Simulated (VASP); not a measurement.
Wanted: the native input for a VASP 6.6.1 run.

| Quantity | Value |
| --- | --- |
| Task | single point |
| Functional | PBEsol |
| Potentials or basis | VASP PAW PBE potentials, release 64 (Hf_pv, Si) |
| Cutoff | 520 eV |
| k mesh | 6 × 10 × 8 |
| Occupations | gaussian, width 0.15 eV |
| Spin | no spin polarisation |
| Dipole correction | no |
| Further INCAR settings | ALGO = Normal; EDIFF = 1e-06; NBANDS = 38 |

The structure of HfSi lies in POSCAR:

```
HfSi
1.0
    7.0264662860      0.0000000000      0.0000000000
    0.0000000000      3.8724290305      0.0000000000
    0.0000000000      0.0000000000      5.3577962285
Hf Si
4 4
Direct
    0.1755908222      0.2500000000      0.1264896848
    0.3244091778      0.7500000000      0.6264896848
    0.6755908222      0.2500000000      0.3735103152
    0.8244091778      0.7500000000      0.8735103152
    0.0430603597      0.2500000000      0.6402012503
    0.4569396403      0.7500000000      0.1402012503
    0.5430603597      0.2500000000      0.8597987497
    0.9569396403      0.7500000000      0.3597987497
```

This cell differs from its parent crystal: strain +0.030 along x and y, +0.030 along z.

These files were run (other wordings do the same):

INCAR

```
PREC     = Accurate       # precision mode
ENCUT    = 520            # plane-wave cutoff, eV
EDIFF    = 1E-6           # SCF threshold, eV
ISMEAR   = 0              # smearing method
SIGMA    = 0.15           # smearing width, eV
LREAL    = False          # projectors in reciprocal space
LASPH    = True           # aspherical terms in the spheres
NELM     = 100            # most SCF steps
ALGO     = Normal         # electronic algorithm
ISIF     = 2              # what is computed and relaxed
LWAVE    = False          # write WAVECAR
LCHARG   = True           # write CHGCAR
GGA      = PS             # functional
LELF     = True           # ELF
LVHAR    = True         
NBANDS   = 38             # bands
```

KPOINTS

```
regular mesh
0
Gamma
  6 10 8
```

Potentials or basis: VASP PAW PBE potentials, release 64 (Hf_pv, Si).

Command:

```sh
$ cat potpaw_PBE.64/Hf_pv/POTCAR potpaw_PBE.64/Si/POTCAR > POTCAR
$ mpirun -np 1 vasp_std > vasp.out
```

Results of the run:

```yaml
Pressure: -11.9 GPa
Largest_force: 0.070 eV/Å
Band_gap_on_the_k_mesh: zero (band 28 reaches 7.07 eV, above the bottom of band 29 at 6.69 eV)
```

Caveat: the cell differs from its parent crystal (strain +0.030 along x and y, +0.030 along z); the PAW data sets were made with another functional, which shifts forces and pressure a little; spin-orbit coupling is left out, which moves the levels of the heavy elements.

It took 8.9 min on 1 thread of Oxide Virtual Turin-like Processor (shared host), peak memory 0.57 GiB.
